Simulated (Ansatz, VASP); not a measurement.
One calculation of ScPdC4, two programs

```
CELL_PARAMETERS angstrom
0.00000 3.16937 3.16937
3.16937 0.00000 3.16937
3.16937 3.16937 0.00000
ATOMIC_POSITIONS crystal
Sc 0.00000 0.00000 0.00000
Pd 0.75000 0.75000 0.75000
C 0.33829 0.98513 0.33829
C 0.33829 0.33829 0.98513
C 0.33829 0.33829 0.33829
C 0.98513 0.33829 0.33829
```

Alike in both runs: functional PBE; k mesh 10 × 10 × 10; occupations gaussian, width 0.1 eV; no spin polarisation.

Ansatz relaxed the structure, and its values are those at the end. VASP's run is a single point on that final structure, the one shown.

```csv
,VASP,Ansatz
version,VASP 6.6.1,Ansatz 0.2.0
potentials or method,"VASP PAW PBE potentials, release 64 (Sc_sv, Pd, C), cutoff 520 eV","scalar-relativistic, plane waves, PAW"
valence electrons in the cell,37,45
```

|  | VASP | Ansatz | Ansatz less VASP |
| --- | --- | --- | --- |
| gap on the k mesh at the Fermi level (eV) | none | none | - |
| pressure (GPa) | 0.6 | 0.0 | -0.55 |
| rms of the force components (eV/Å) | 0.054 | 0.000 | -0.0538 |

A gap of «none» marks a metal or a gap that the smearing closes. With one functional, cell and mesh, what is left measures potentials, basis and numerics. VASP's potentials hold 37 valence electrons a cell and Ansatz's 45, so a difference there can come from the potentials and not from the codes.
